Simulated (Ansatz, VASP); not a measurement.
**Two plane-wave programs on Bi**

File INCAR:

```
PREC = Accurate
ENCUT = 520
EDIFF = 1E-6
ISMEAR = -1
SIGMA = 0.1
LREAL = False
LASPH = True
NELM = 100
ALGO = Normal
ISIF = 2
LWAVE = False
LCHARG = True
GGA = RE
LELF = True
LVHAR = True
NBANDS = 22
```

KPOINTS

```
Automatic mesh
0
Gamma
  12 12 8
```

Contents of POSCAR:

```
Bi
1.0
   -3.1888065643      3.2178027737      1.7018045061
    3.2178027737     -3.1888065643      1.7018045061
    3.1703643531      3.1703643531     -1.6486978955
Bi
2
Direct
    0.0000669573      0.9999330427      1.0000000000
    0.7499330427      0.2500669573      0.5000000000
```

Input for Ansatz:

```yaml
crystal:
  lattice:
    - [-3.1888065643, 3.2178027737, 1.7018045061]
    - [3.2178027737, -3.1888065643, 1.7018045061]
    - [3.1703643531, 3.1703643531, -1.6486978955]
  atoms:
    - { symbol: Bi, position: [6.69573e-05, 0.9999330427, 1.0] }
    - { symbol: Bi, position: [0.7499330427, 0.2500669573, 0.5] }
hamiltonian:
  xc: revpbe
  pseudopotentials:
    kind: paw
    azcp:
      Bi: "pseudopotentials/Bi.paw.azcp"
basis:
  ecutwfc: 420
  fft_grid_basis: typed
kpoints:
  mp_grid: { grid: [12, 12, 8], shift: [0, 0, 0] }
magnetization:
  spin_polarized: false
scf:
  occupations: { method: fermi_dirac, width: 0.1 }
  lower_state_search: "off"
output:
  stress: true
```

Alike in both runs: task single point; functional revPBE; k mesh 12 × 12 × 8; occupations fermi-dirac, width 0.1 eV; no spin polarisation.

```csv
,VASP,Ansatz
version,VASP 6.6.1,Ansatz 0.2.0
potentials or method,"VASP PAW PBE potentials, release 64 (Bi_d), cutoff 520 eV","plane waves (420 eV) with PAW, scalar-relativistic"
valence electrons in the cell,30,30
```

Ansatz gave:

```
pressure (GPa)                                                : 0.1
traceless stress, the component that is largest in VASP (GPa) : 0.15
```

Question: What did VASP give for the same quantities?

Answer: Pressure (GPa): 0.0; traceless stress, the component that is largest in VASP (GPa): 0.15.

VASP's potentials were made for PBE, not for revPBE.

Neither program's run includes spin-orbit coupling.
